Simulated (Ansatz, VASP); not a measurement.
# W in VASP and in Ansatz

INCAR

```
SYSTEM = W
PREC = Accurate
ENCUT = 520
EDIFF = 1E-7
ISMEAR = -1
SIGMA = 0.1
LREAL = .False.
LASPH = .True.
NELM = 100
ALGO = Normal
ISIF = 2
LWAVE = .False.
LCHARG = .False.
GGA = RE
NBANDS = 13
```

KPOINTS

```
Automatic mesh
0
Gamma
  15 15 15
  0 0 0
```

POSCAR

```
W
1.0
    0.0000000000      2.0518499003      2.0518499003
    2.0518499003      0.0000000000      2.0518499003
    2.0518499003      2.0518499003      0.0000000000
W
1
Direct
    0.0000000000      0.0000000000      0.0000000000
```

Input for Ansatz:

```yaml
crystal:
  lattice:
    - [0.0, 2.0518499003, 2.0518499003]
    - [2.0518499003, 0.0, 2.0518499003]
    - [2.0518499003, 2.0518499003, 0.0]
  atoms:
    - { symbol: W, position: [0.0, 0.0, 0.0] }
hamiltonian:
  xc: revpbe
  pseudopotentials:
    kind: paw
    azcp:
      W: "pseudopotentials/W.paw.azcp"
basis:
  ecutwfc: 420
  fft_grid_basis: typed
kpoints:
  mp_grid: { grid: [15, 15, 15], shift: [0, 0, 0] }
magnetization:
  spin_polarized: false
scf:
  occupations: { method: fermi_dirac, width: 0.1 }
  lower_state_search: "off"
output:
  stress: true
```

Alike in both runs: task single point; functional revPBE; k mesh 15 × 15 × 15; occupations fermi-dirac, width 0.1 eV; no spin polarisation.

|  | VASP | Ansatz |
| --- | --- | --- |
| version | VASP 6.6.1 | Ansatz 0.2.0 |
| potentials or method | VASP PAW PBE potentials, release 64 (W_sv), cutoff 520 eV | plane waves (420 eV) with PAW, scalar-relativistic |
| valence electrons in the cell | 14 | 14 |

VASP gave:

* pressure (GPa): -9.9

Q: Estimate Ansatz's values.

A: Pressure (GPa): -10.2.

VASP's potentials were made for PBE, not for revPBE.

Neither program's run includes spin-orbit coupling.
